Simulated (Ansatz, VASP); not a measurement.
ZnSe in VASP and in Ansatz

POSCAR

```
ZnSe
1.0
    0.0000000000      2.8324206823      2.8324206823
    2.8324206823      0.0000000000      2.8324206823
    2.8324206823      2.8324206823      0.0000000000
Zn Se
1 1
Direct
    0.0000000000      0.0000000000      0.0000000000
    0.2500000000      0.2500000000      0.2500000000
```

INCAR.step1

```
PREC = Accurate ; ENCUT = 520
EDIFF = 1E-5 ; ISMEAR = 0
SIGMA = 0.01 ; LREAL = False
LASPH = True ; NELM = 60
ALGO = Normal ; ISIF = 2
LWAVE = True ; GGA = PE
NBANDS = 16
```

Contents of INCAR.step2:

```
PREC = Accurate ; ENCUT = 520
EDIFF = 1E-6 ; ISMEAR = 0
SIGMA = 0.01 ; LREAL = False
LASPH = True ; NELM = 60
ALGO = Normal ; ISIF = 2
LWAVE = False ; LCHARG = True
METAGGA = R2SCAN ; LHFCALC = True
AEXX = 0.25 ; LMIXTAU = True
PRECFOCK = Normal ; LELF = True
LVHAR = True ; ISTART = 1
NBANDS = 16
```

The input KPOINTS:

```
regular mesh
0
Gamma
  6 6 6
```

Input for Ansatz:

```yaml
crystal:
  lattice:
    - [0.0, 2.8324206823, 2.8324206823]
    - [2.8324206823, 0.0, 2.8324206823]
    - [2.8324206823, 2.8324206823, 0.0]
  atoms:
    - { symbol: Zn, position: [0.0, 0.0, 0.0] }
    - { symbol: Se, position: [0.25, 0.25, 0.25] }
kpoints:
  mp_grid: { grid: [6, 6, 6] }
  band_path:
    path:
      - [0.0, 0.0, 0.0]
      - [-0.5, -0.5, 0.0]
      - [-0.375, -0.375, 0.25]
      - [-0.375, 0.0, 0.375]
      - [0.0, 0.0, 0.5]
      - [-0.5, -0.25, 0.25]
    npoints: 1
hamiltonian:
  xc: r2scan0
scf:
  occupations: { method: fixed }
  n_extra_bands: 4
output:
  forces: true
  stress: true
  eigenvalues: true
  write_density: true
  write_potential: true
  elf: true
  volumetric_format: npy
```

Alike in both runs: task single point; functional r2SCAN0; k mesh 6 × 6 × 6; no spin polarisation.

|  | VASP | Ansatz |
| --- | --- | --- |
| version | VASP 6.6.1 | Ansatz 0.2.0 |
| potentials or method | VASP PAW PBE potentials, release 64 (Zn, Se) | plane waves, PAW |
| plane-wave cutoff (eV) | 520 | 500 |
| occupations | gaussian, width 0.01 eV | fixed |
| valence electrons in the cell | 18 | 28 |

```csv
,VASP,Ansatz,Ansatz less VASP
gap on the k mesh at the Fermi level (eV),3.42,3.40,-0.015
pressure (GPa),-0.2,-0.1,+0.14
```

VASP's potentials were made for PBE, not for r2SCAN0. VASP's potentials hold 18 valence electrons a cell and Ansatz's 28, so a difference there can come from the potentials and not from the codes. Ansatz's warnings: stress exchange threshold loose, stress scf threshold loose.
